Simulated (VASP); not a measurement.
# HfB2 (P6/mmm) in VASP: notebook, part 2 of 2

VASP 6.6.1.

## (3) Single point, PBE

This run uses another cell than the first one, of 9.11 Å³/atom, 1.045 times its volume.

INCAR reads:

```
SYSTEM = HfB2
ALGO = Normal
EDIFF = 1E-6
ENCUT = 520
GGA = PE
ISIF = 2
ISMEAR = -1
LASPH = .TRUE.
LCHARG = .FALSE.
LREAL = .FALSE.
LWAVE = .FALSE.
NBANDS = 15
NELM = 100
PREC = Accurate
SIGMA = 0.1
```

KPOINTS reads:

```
k-points
0
G
  11 11 8
  0 0 0
```

POSCAR reads:

```
HfB2
1.0
    3.0539289143      0.0000000000      0.0000000000
   -1.5269644572      2.6447802469      0.0000000000
    0.0000000000      0.0000000000      3.3846091152
Hf B
1 2
Direct
    0.0000000000      0.0000000000      0.0000000000
    0.3333333333      0.6666666667      0.5000000000
    0.6666666667      0.3333333333      0.5000000000
```

Potentials or basis: VASP PAW PBE potentials, release 64 (Hf_pv, B).

The run is started by

```sh
cat potpaw_PBE.64/Hf_pv/POTCAR potpaw_PBE.64/B/POTCAR > POTCAR
mpirun -np 1 vasp_std > vasp.out
```

OUTCAR:

```text
SYSTEM = HfB2
   EDIFF = 1E-6
   ENCUT = 520
   GGA = PE
   ISIF = 2
   ISMEAR = -1
   LASPH = .TRUE.
   LREAL = .FALSE.
   NELM = 100
   PREC = Accurate

 ion  position               nearest neighbor table
   1  0.000  0.000  0.000-   2 2.44   3 2.44   2 2.44   3 2.44   3 2.44   3 2.44   2 2.44   2 2.44
                             3 2.44   3 2.44   2 2.44   2 2.44
   2  0.333  0.667  0.500-   3 1.76   3 1.76   3 1.76   1 2.44   1 2.44   1 2.44   1 2.44   1 2.44
                             1 2.44
   3  0.667  0.333  0.500-   2 1.76   2 1.76   2 1.76   1 2.44   1 2.44   1 2.44   1 2.44   1 2.44
                             1 2.44

  LATTYP: Found a hexagonal cell.
 ALAT       =     3.0539289143
 C/A-ratio  =     1.1082802548

  Lattice vectors:

 A1 = (   3.0539289143,   0.0000000000,   0.0000000000)
 A2 = (  -1.5269644572,   2.6447802469,   0.0000000000)
 A3 = (   0.0000000000,   0.0000000000,   3.3846091152)

Analysis of symmetry for initial positions (statically):
=====================================================================
 Subroutine PRICEL returns:
 Original cell was already a primitive cell.

 Routine SETGRP: Setting up the symmetry group for a
 hexagonal supercell.

 Subroutine GETGRP returns: Found 24 space group operations
 (whereof 24 operations were pure point group operations)
 out of a pool of 24 trial point group operations.

The static configuration has the point symmetry D_6h.

Analysis of symmetry for dynamics (positions and initial velocities):
=====================================================================
 Subroutine PRICEL returns:
 Original cell was already a primitive cell.

 Routine SETGRP: Setting up the symmetry group for a
 hexagonal supercell.

 Subroutine GETGRP returns: Found 24 space group operations
 (whereof 24 operations were pure point group operations)
 out of a pool of 24 trial point group operations.

The dynamic configuration has the point symmetry D_6h.

 Subroutine INISYM returns: Found 24 space group operations
 (whereof 24 operations are pure point group operations),
 and found     1 'primitive' translations

[... 117 lines left out ...]
  volume/ion in A,a.u.               =       9.11        61.49
  Fermi-wavevector in a.u.,A,eV,Ry     =   1.369396  2.587784 25.514273  1.875246
  Thomas-Fermi vector in A             =   2.495275
   LORBIT       =      0    0 simple, 1 ext, 2 COOP (PROOUT), +10 PAW based schemes
   GGA     = PE    functional components
[... 5 lines left out ...]
 non-spin polarized calculation
  energy-cutoff  :      520.00
  volume of cell :       27.34
 maximum number of plane-waves:       757
 NGX is ok and might be reduce to    24
   NGX = 11   NGY = 11   NGZ = 13

 number of electron      16.0000002 magnetization

 Free energy of the ion-electron system (eV)
  ---------------------------------------------------
  ext. energy  EPLUGINS =         0.00000000
  ---------------------------------------------------
  free energy    TOTEN  =       -26.21649198 eV

  energy without entropy =      -26.21041418  energy(sigma->0) =      -26.21345308

 E-fermi :   8.2371     XC(G=0): -12.9937

 val. band max:        8.0742233351   @ k =   0.0909   0.0909   0.2500
 cond. band min:       8.3116631040   @ k =   0.2727   0.1818   0.0000
 fundamental gap:      0.2374397689
 Fermi energy:         8.2370937592

 k-point     1 :       0.0000    0.0000    0.0000
  band No.  band energies     occupation
      1     -22.0388      2.00000
      2     -21.4217      2.00000
      3     -21.4217      2.00000
      4      -5.8849      2.00000
      5       5.1189      2.00000
      6       5.2661      2.00000
      7       5.2661      2.00000
      8       5.6042      2.00000
      9      12.8009      0.00000
     10      12.8009      0.00000
     11      13.4676      0.00000
     12      13.4676      0.00000
     13      13.7064      0.00000
     14      13.7064      0.00000
[... 401 lines left out ...]
      2     -21.8960      2.00000
      3     -21.5470      2.00000
      4      -4.3955      2.00000
      5       2.8503      2.00000
      6       3.9607      2.00000
      7       4.7352      2.00000
      8       6.8826      2.00000
      9       9.2469      0.00008
     10      12.1463      0.00000
     11      12.9790      0.00000
     12      13.9267      0.00000
     13      15.2833      0.00000
     14      16.0684      0.00000
     15      17.8451      0.00000

 [... further k-points ...]
[... 5 lines left out ...]
  --------------------------------------------------------------------------------------
  -------------------------------------------------------------------------------------
  Total        4.5894440      4.5894448      4.2429998     -0.0000000      0.0000000     -0.0000000
  in kB      268.9760549    268.9761008    248.6718118     -0.0000000      0.0000000     -0.0000000
  external PRESSURE =     262.2079892 kB  Pullay stress =       0.0000000 kB

 VOLUME and BASIS-vectors are now :
 -----------------------------------------------------------------------------
  energy-cutoff  :      520.00
  volume of cell :       27.34
      direct lattice vectors                 reciprocal lattice vectors
     3.053928914  0.000000000  0.000000000     0.327447045  0.189051624  0.000000000
    -1.526964457  2.644780247  0.000000000     0.000000000  0.378103247  0.000000000
     0.000000000  0.000000000  3.384609115     0.000000000  0.000000000  0.295455093

 POSITION                                       TOTAL-FORCE (eV/Angst)
 -----------------------------------------------------------------------------------
      0.00000      0.00000      0.00000         0.000000     -0.000000      0.000000
     -0.00000      1.76319      1.69230         0.000000     -0.000000      0.000000
      1.52696      0.88159      1.69230        -0.000000      0.000000      0.000000
 -----------------------------------------------------------------------------------
    total drift:                               -0.000000      0.000000      0.000000

  FREE ENERGIE OF THE ION-ELECTRON SYSTEM (eV)
  ---------------------------------------------------
  free  energy   TOTEN  =       -26.2164919802 eV

  energy  without entropy=      -26.2104141817  energy(sigma->0) =      -26.21345308
```

stdout:

```text
POSCAR found type information on POSCAR HfB
 POSCAR found :  2 types and       3 ions
 scaLAPACK will be used
 LDA part: xc-table for (Slater+PW92), standard interpolation
 POSCAR, INCAR and KPOINTS ok, starting setup
 FFT: planning ... GRIDC
 FFT: planning ... GRID_SOFT
 FFT: planning ... GRID
 WAVECAR not read
 entering main loop
```

It took 46 s on 1 thread of Intel Xeon 8259CL, shared host; peak memory 0.17 GiB.

What came out:

| Quantity | Value |
| --- | --- |
| Free energy | -26.2165 eV |
| Pressure | 26.2 GPa |
| Band gap on the k mesh | zero (band 8 reaches 8.98 eV, above the bottom of band 9 at 7.78 eV) |

Caveat: spin-orbit coupling is left out, which moves the levels of the heavy elements.

## (4) Single point, PBE

This run uses another cell than the first one, of 9.51 Å³/atom, 1.091 times its volume.

INCAR reads:

```
SYSTEM = HfB2
  PREC = Accurate
  ENCUT = 520
  EDIFF = 1E-6
  ISMEAR = -1
  SIGMA = 0.1
  LREAL = .FALSE.
  LASPH = .TRUE.
  NELM = 100
  ALGO = Normal
  ISIF = 2
  LWAVE = .FALSE.
  LCHARG = .FALSE.
  GGA = PE
  NBANDS = 15
```

KPOINTS reads:

```
Automatic mesh
0
G
  11 11 8
  0 0 0
```

POSCAR reads:

```
HfB2
1.0
    3.0975623654      0.0000000000      0.0000000000
   -1.5487811827      2.6825679272      0.0000000000
    0.0000000000      0.0000000000      3.4329672075
Hf B
1 2
Direct
    0.0000000000      0.0000000000      0.0000000000
    0.3333333333      0.6666666667      0.5000000000
    0.6666666667      0.3333333333      0.5000000000
```

The run is started by

```sh
cat potpaw_PBE.64/Hf_pv/POTCAR potpaw_PBE.64/B/POTCAR > POTCAR
mpirun -np 1 vasp_std > vasp.out
```

Wall time 46 s (1 thread of Intel Xeon 8259CL, shared host); peak memory 0.17 GiB.

Results (log left out):

| Quantity | Value |
| --- | --- |
| Free energy | -26.3585 eV |
| Pressure | 12.4 GPa |
| Band gap on the k mesh | zero (band 8 reaches 8.61 eV, above the bottom of band 9 at 7.46 eV) |

Stress tensor (GPa, compression positive):
```
12.63  0.00  0.00
 0.00 12.63  0.00
 0.00  0.00 11.82
```

Levels at points of the mesh, in eV from the Fermi level:
| k point | band 4 | band 5 | band 6 | band 7 | band 8 | band 9 | band 10 | band 11 | band 12 | band 13 |
| --- | --- | --- | --- | --- | --- | --- | --- | --- | --- | --- |
| (0.00, 0.00, 0.00) | -13.89 | -3.02 | -2.89 | -2.89 | -2.67 | 4.33 | 4.33 | 4.98 | 4.98 | 5.26 |
| (0.00, 0.00, 0.50) | -11.31 | -8.43 | -1.12 | -1.12 | 0.42 | 0.42 | 1.13 | 1.13 | 2.43 | 5.30 |

Caveat: spin-orbit coupling is left out, which moves the levels of the heavy elements.

## (5) The runs side by side

```csv
cell,gap on the mesh (eV),pressure (GPa)
"a = 3.009, b = 3.009, c = 3.335 Å, angles 90.0, 90.0, 120.0°, 3 atoms",none,43.1
"a = 3.054, b = 3.054, c = 3.385 Å, angles 90.0, 90.0, 120.0°, 3 atoms",none,26.2
"a = 3.098, b = 3.098, c = 3.433 Å, angles 90.0, 90.0, 120.0°, 3 atoms",none,12.4
```

Alike in all rows: task single point; level PBE; potentials or basis VASP PAW PBE potentials, release 64 (Hf_pv, B); no spin polarisation; k mesh 11 × 11 × 8; cutoff (eV) 520; smearing fermi-dirac 0.1 eV.

Caveats: spin-orbit coupling is left out, which moves the levels of the heavy elements.

Absolute energies hang on the potentials; compare differences alone.
